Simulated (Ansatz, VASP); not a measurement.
**One calculation of TiGe, two programs**

File INCAR:

```
  ALGO = Normal
  EDIFF = 1E-6
  EDIFFG = -0.01
  ENCUT = 600
  GGA = PE
  IBRION = 2
  ISIF = 3
  ISMEAR = 0
  LASPH = T
  LCHARG = F
  LREAL = F
  LWAVE = F
  NELM = 60
  NSW = 100
  PREC = Accurate
  SIGMA = 0.1
```

File KPOINTS:

```
k-points
0
Gamma
  12 12 12
```

File POSCAR:

```
TiGe
1.0
    0.0000000000      3.2252880866      3.2252880866
    3.2252880866      0.0000000000      3.2252880866
    3.2252880866      3.2252880866      0.0000000000
Ti Ge
2 2
Direct
    0.7500000000      0.7500000000      0.7500000000
    0.5000000000      0.5000000000      0.5000000000
    0.2500000000      0.2500000000      0.2500000000
    0.0000000000      0.0000000000      0.0000000000
```

Input for Ansatz:

```yaml
crystal:
  lattice:
    - [0.0, 3.2252880866, 3.2252880866]
    - [3.2252880866, 0.0, 3.2252880866]
    - [3.2252880866, 3.2252880866, 0.0]
  atoms:
    - { symbol: Ti, position: [0.75, 0.75, 0.75] }
    - { symbol: Ti, position: [0.5, 0.5, 0.5] }
    - { symbol: Ge, position: [0.25, 0.25, 0.25] }
    - { symbol: Ge, position: [0.0, 0.0, 0.0] }
basis:
  ecutwfc: 420
kpoints:
  mp_grid: { grid: [12, 12, 12] }
hamiltonian:
  xc: pbe
scf:
  occupations: { method: gaussian, width: 0.1 }
output:
  forces: true
  stress: true
  eigenvalues: true
relax:
  adjacent_minimum: "off"
  f_tol: 0.01
  max_steps: 80
  cell: { stress_tol: 0.05 }
```

Alike in both runs: task relaxation of cell and atoms; functional PBE; k mesh 12 × 12 × 12; occupations gaussian, width 0.1 eV; no spin polarisation.

|  | VASP | Ansatz |
| --- | --- | --- |
| version | VASP 6.6.1 | Ansatz 0.2.0 |
| potentials or method | VASP PAW PBE potentials, release 64 (Ti_sv, Ge_d), cutoff 600 eV | scalar-relativistic, plane waves, PAW |
| valence electrons in the cell | 52 | 52 |

|  | VASP | Ansatz | Ansatz less VASP |
| --- | --- | --- | --- |
| gap on the k mesh at the Fermi level, each at its own relaxed structure (eV) | none | none | - |
| relaxed volume (Å³/atom) | 16.81 | 16.80 | -0.006 |
| relaxed length of the cell vector where the two differ most in proportion (Å) | 4.564 | 4.564 | -0.0005 |

A gap of «none» marks a metal or a gap that the smearing closes.
